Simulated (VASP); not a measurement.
A run of VASP 6.6.1 is set up as follows.

INCAR

```
PREC = Accurate ; ENCUT = 520
EDIFF = 1E-6 ; ISMEAR = -1
SIGMA = 0.1 ; LREAL = False
LASPH = True ; NELM = 100
ALGO = Normal ; ISIF = 2
LWAVE = False ; LCHARG = False
GGA = PE ; NBANDS = 12
```

The input KPOINTS:

```
Automatic mesh
0
Gamma
  16 16 16
```

POSCAR

```
As
1.0
    1.1387632627     -0.6574652763      3.7060645853
    0.0000000000      1.3149305526      3.7060645853
   -1.1387632627     -0.6574652763      3.7060645853
As
2
Direct
    0.2500000000      0.2500000000      0.2500000000
   -0.2500000000     -0.2500000000     -0.2500000000
```

Potentials or basis: VASP PAW PBE potentials, release 64 (As).

Command:

```bash
$ cat potpaw_PBE.64/As/POTCAR > POTCAR
$ mpirun -np 1 vasp_std > vasp.out
```

(1) Estimate the pressure.

(2) What does it give for the band gap on the k mesh?

Answers

(1) 429.3 GPa.

(2) zero (band 5 reaches 31.55 eV, above the bottom of band 6 at 14.62 eV).
